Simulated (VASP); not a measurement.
Input of a VASP 6.6.1 run:

The input INCAR:

```
SYSTEM = ZrSi11O24
PREC = Accurate
ENCUT = 520
EDIFF = 1E-7
ISMEAR = -1
SIGMA = 0.05
LREAL = Auto
LASPH = .True.
NELM = 80
ALGO = Normal
ISIF = 2
LWAVE = .False.
LCHARG = .True.
GGA = PS
LELF = .True.
LVHAR = .True.
ISYM = 0
NBANDS = 242
```

The input KPOINTS:

```
Automatic mesh
0
Gamma
  1 1 1
  0.25 0.25 0.25
```

The input POSCAR:

```
ZrSi11O24
1.0
    8.3886930000      0.0000000000      0.0000000000
    0.0000000000      8.3886930000      0.0000000000
    0.0000000000      0.0000000000      8.0356430000
Si Zr O
22 2 48
Direct
    0.0004820000      0.0026540000      0.9967210000
    0.9995000000      0.0055290000      0.3355500000
    0.9972170000      0.9994770000      0.6677960000
    0.9924680000      0.5040110000      0.9976250000
    0.9926330000      0.5025730000      0.3352960000
    0.9983140000      0.4982680000      0.6680860000
    0.5052150000      0.9923100000      0.9977950000
    0.5090620000      0.9936010000      0.3355470000
    0.4989570000      0.9987460000      0.6671620000
    0.5061520000      0.5012270000      0.9863910000
    0.5012090000      0.4956640000      0.6713600000
    0.2422990000      0.2424590000      0.5084300000
    0.2476890000      0.2452440000      0.8260250000
    0.2402400000      0.7531900000      0.1603400000
    0.2418750000      0.7533270000      0.5068430000
    0.2477380000      0.7508040000      0.8323720000
    0.7477910000      0.2492660000      0.1641910000
    0.7474650000      0.2514450000      0.5025730000
    0.7512050000      0.2471750000      0.8321360000
    0.7619290000      0.7588870000      0.1651490000
    0.7604320000      0.7567500000      0.5040400000
    0.7489640000      0.7482460000      0.8326010000
    0.4869600000      0.5371540000      0.3339630000
    0.2695710000      0.2664030000      0.1647190000
    0.1471940000      0.1486200000      0.9832110000
    0.1447770000      0.1472010000      0.3496150000
    0.1482150000      0.1488710000      0.6679720000
    0.1407200000      0.6601320000      0.9948720000
    0.1548580000      0.6507860000      0.3339460000
    0.1440730000      0.6564820000      0.6709620000
    0.6545250000      0.1475590000      0.9974390000
    0.6524350000      0.1531170000      0.3336070000
    0.6514240000      0.1506540000      0.6678770000
    0.6542680000      0.6540970000      0.0021110000
    0.6765040000      0.6680080000      0.3349310000
    0.6561520000      0.6557040000      0.6646810000
    0.3587680000      0.3501950000      0.9613020000
    0.3464340000      0.3462960000      0.3724530000
    0.3448340000      0.3392490000      0.6670990000
    0.3460630000      0.8458080000      0.9984760000
    0.3587080000      0.8258100000      0.3321250000
    0.3422650000      0.8517210000      0.6689010000
    0.8452560000      0.3469790000      0.9992590000
    0.8405730000      0.3506720000      0.3324470000
    0.8500000000      0.3438960000      0.6678230000
    0.8504810000      0.8491600000      0.9966520000
    0.8570660000      0.8560860000      0.3345460000
    0.8499970000      0.8484750000      0.6696180000
    0.0822170000      0.4154230000      0.1662960000
    0.0914650000      0.4030400000      0.5015290000
    0.0942930000      0.4046950000      0.8338360000
    0.1002960000      0.9081160000      0.1671970000
    0.0963540000      0.9020070000      0.5011760000
    0.0952550000      0.9031230000      0.8318190000
    0.5885760000      0.3921830000      0.1500840000
    0.6035440000      0.4026260000      0.5143250000
    0.6061470000      0.4054460000      0.8289660000
    0.6069510000      0.8974910000      0.1662970000
    0.6019620000      0.9015880000      0.5022200000
    0.5981570000      0.8986020000      0.8319230000
    0.4140750000      0.0761420000      0.1686050000
    0.4017040000      0.0870350000      0.4985210000
    0.4038290000      0.0912060000      0.8336150000
    0.3774490000      0.5878920000      0.1284010000
    0.3883940000      0.6048100000      0.5374570000
    0.4076080000      0.6011740000      0.8297310000
    0.9046460000      0.1003760000      0.1651750000
    0.8986050000      0.0969370000      0.5031190000
    0.8992200000      0.0957350000      0.8318290000
    0.8999500000      0.6048270000      0.1662870000
    0.9042690000      0.6003020000      0.5021150000
    0.8967000000      0.5958060000      0.8322410000
```

Potentials or basis: VASP PAW PBE potentials, release 64 (Si, Zr_sv, O).

Command:

```console
$ cat potpaw_PBE.64/Si/POTCAR potpaw_PBE.64/Zr_sv/POTCAR potpaw_PBE.64/O/POTCAR > POTCAR
$ mpirun -np 1 vasp_std > vasp.out
```

**Question.** Predict the largest force.

**Answer.** 0.100 eV/Å.

**Question.** What does it give for the pressure?

**Answer.** 16.1 GPa.

**Question.** Estimate the band gap on the k mesh.

**Answer.** 4.28 eV.

Stress tensor (GPa, compression positive):
```
12.88  0.29 -0.09
 0.29 12.66  0.10
-0.09  0.10 22.64
```

Caveat: the PAW data sets were made with another functional, which shifts forces and pressure a little.
